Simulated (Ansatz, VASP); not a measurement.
**Two plane-wave programs on KF**

Contents of INCAR:

```
SYSTEM = KF
PREC     = Accurate       ! precision mode
ENCUT    = 520            ! plane-wave cutoff, eV
EDIFF    = 1E-7           ! SCF threshold, eV
ISMEAR   = 0              ! smearing method
SIGMA    = 0.05           ! smearing width, eV
LREAL    = .False.        ! projectors in reciprocal space
LASPH    = .True.         ! aspherical terms in the spheres
NELM     = 80             ! most SCF steps
ALGO     = Normal         ! electronic algorithm
ISIF     = 2              ! what is computed and relaxed
LWAVE    = .False.        ! write WAVECAR
LCHARG   = .False.        ! write CHGCAR
GGA      = PE             ! functional
NBANDS   = 15             ! bands
```

File KPOINTS:

```
Automatic mesh
0
Gamma
  8 8 8
  0 0 0
```

Contents of POSCAR:

```
KF
1.0
    0.0000000000      2.8071750000      2.5398250000
    2.8071750000      0.0000000000      2.5398250000
    2.8071750000      2.8071750000      0.0000000000
K F
1 1
Direct
    0.0000000000      0.0000000000      0.0000000000
    0.5000000000      0.5000000000      0.5000000000
```

Input for Ansatz:

```yaml
crystal:
  lattice:
    - [0.0, 2.807175, 2.539825]
    - [2.807175, 0.0, 2.539825]
    - [2.807175, 2.807175, 0.0]
  atoms:
    - { symbol: K, position: [0.0, 0.0, 0.0] }
    - { symbol: F, position: [0.5, 0.5, 0.5] }
basis:
  ecutwfc: 420
kpoints:
  mp_grid: { grid: [8, 8, 8] }
hamiltonian:
  xc: pbe
scf:
  occupations: { method: gaussian, width: 0.05 }
output:
  forces: true
  stress: true
  eigenvalues: true
```

Change from the starting cell: strain +0.050 along x and y, -0.050 along z, atoms carried along.

Alike in both runs: task single point; functional PBE; k mesh 8 × 8 × 8; occupations gaussian, width 0.05 eV; no spin polarisation.

```csv
,VASP,Ansatz
version,VASP 6.6.1,Ansatz 0.2.0
potentials or method,"VASP PAW PBE potentials, release 64 (K_sv, F), cutoff 520 eV","scalar-relativistic, plane waves, PAW"
valence electrons in the cell,16,16
```

```csv
,VASP,Ansatz,Ansatz less VASP
gap on the k mesh at the Fermi level (eV),5.77,5.79,+0.017
least direct gap on the mesh (eV),5.77,5.79,+0.017
pressure (GPa),0.7,0.7,-0.03
"traceless stress, the component that is largest in VASP (GPa)",3.83,3.68,-0.151
```
